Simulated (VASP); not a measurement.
Input of a VASP 6.6.1 run:

File INCAR:

```
PREC = Accurate ; ENCUT = 520
EDIFF = 1E-7 ; ISMEAR = -1
SIGMA = 0.1 ; LREAL = False
LASPH = True ; NELM = 60
ALGO = Normal ; ISIF = 2
LWAVE = False ; LCHARG = False
GGA = PS ; NBANDS = 15
```

Contents of KPOINTS:

```
regular mesh
0
Gamma
  11 11 10
```

Contents of POSCAR:

```
TaN
1.0
    2.9182812851      0.0000000000      0.0000000000
   -1.4591406425      2.5273057319      0.0000000000
    0.0000000000      0.0000000000      2.8636504237
Ta N
1 1
Direct
    0.3333333333      0.6666666667      0.5000000000
    0.0000000000      0.0000000000      0.0000000000
```

Potentials or basis: VASP PAW PBE potentials, release 64 (Ta_pv, N).

Run with:

```sh
$ cat potpaw_PBE.64/Ta_pv/POTCAR potpaw_PBE.64/N/POTCAR > POTCAR
$ mpirun -np 1 vasp_std > vasp.out
```

Problem. What does it give for the pressure?

Solution. 3.2 GPa.

Problem. Estimate the band gap on the k mesh.

Solution. Zero (band 8 reaches 8.71 eV, above the bottom of band 9 at 8.20 eV).

Stress tensor (GPa, compression positive):
```
3.04 0.00 0.00
0.00 3.04 0.00
0.00 0.00 3.65
```

Caveat: the PAW data sets were made with another functional, which shifts forces and pressure a little; spin-orbit coupling is left out, which moves the levels of the heavy elements.
